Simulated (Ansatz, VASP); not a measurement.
**One calculation of Li4NbO4, two programs**

File INCAR:

```
SYSTEM = Li4NbO4
PREC     = Accurate       ! precision mode
ENCUT    = 520            ! plane-wave cutoff, eV
EDIFF    = 1E-6           ! SCF threshold, eV
ISMEAR   = 0              ! smearing method
SIGMA    = 0.05           ! smearing width, eV
LREAL    = .False.        ! projectors in reciprocal space
LASPH    = .True.         ! aspherical terms in the spheres
NELM     = 80             ! most SCF steps
ALGO     = Normal         ! electronic algorithm
ISIF     = 2              ! what is computed and relaxed
LWAVE    = .False.        ! write WAVECAR
LCHARG   = .True.         ! write CHGCAR
GGA      = PS             ! functional
LELF     = .True.         ! ELF
LVHAR    = .True.       
NBANDS   = 34             ! bands
```

KPOINTS

```
regular mesh
0
Gamma
  10 10 10
  0 0 0
```

POSCAR

```
Li4NbO4
1.0
   -3.8119495391      3.8119495391      1.6301049253
    3.8119495391     -3.8119495391      1.6301049253
    3.8119495391      3.8119495391     -1.6301049253
Li Nb O
4 1 4
Direct
    0.2279101365      0.1573280220      0.3852381585
    0.8426719780      0.3341549847      0.1768269627
    0.1573280220      0.6658450153      0.8231730373
    0.6658450153      0.8426719780      0.5085169933
    0.0000000000      0.0000000000      0.0000000000
    0.7589255465      0.0797104317      0.8386359782
    0.9202895683      0.7589255465      0.6792151148
    0.0797104317      0.2410744535      0.3207848852
    0.2410744535      0.9202895683      0.1613640218
```

Input for Ansatz:

```yaml
crystal:
  lattice:
    - [-3.8119495391, 3.8119495391, 1.6301049253]
    - [3.8119495391, -3.8119495391, 1.6301049253]
    - [3.8119495391, 3.8119495391, -1.6301049253]
  atoms:
    - { symbol: Li, position: [0.2279101365, 0.157328022, 0.3852381585] }
    - { symbol: Li, position: [0.842671978, 0.3341549847, 0.1768269627] }
    - { symbol: Li, position: [0.157328022, 0.6658450153, 0.8231730373] }
    - { symbol: Li, position: [0.6658450153, 0.842671978, 0.5085169933] }
    - { symbol: Nb, position: [0.0, 0.0, 0.0] }
    - { symbol: O, position: [0.7589255465, 0.0797104317, 0.8386359782] }
    - { symbol: O, position: [0.9202895683, 0.7589255465, 0.6792151148] }
    - { symbol: O, position: [0.0797104317, 0.2410744535, 0.3207848852] }
    - { symbol: O, position: [0.2410744535, 0.9202895683, 0.1613640218] }
basis:
  ecutwfc: 420
kpoints:
  mp_grid: { grid: [10, 10, 10] }
hamiltonian:
  xc: pbesol
  pseudopotentials: { kind: paw, azcp: { folder: soft_1 } }
scf:
  occupations: { method: gaussian, width: 0.05 }
output:
  forces: true
  stress: true
  eigenvalues: true
```

Alike in both runs: task single point; functional PBEsol; k mesh 10 × 10 × 10; occupations gaussian, width 0.05 eV; no spin polarisation.

```csv
,VASP,Ansatz
version,VASP 6.6.1,Ansatz 0.2.0
potentials or method,"VASP PAW PBE potentials, release 64 (Li_sv, Nb_sv, O), cutoff 520 eV","scalar-relativistic, plane waves, PAW"
valence electrons in the cell,49,49
```

Ansatz gave:

| Quantity | Value |
| --- | --- |
| rms of the force components (eV/Å) | 3.966 |

Problem. What did VASP give for the same quantities?

Solution. rms of the force components (eV/Å): 4.299.

VASP's potentials were made for PBE, not for PBEsol, and Ansatz warns of the same on its side. Atom by atom the forces differ by 0.358 eV/Å (rms over components).

Noted on VASP's run: the cutoff is under 1.25 times that of the potentials, so the pressure is a little rough.
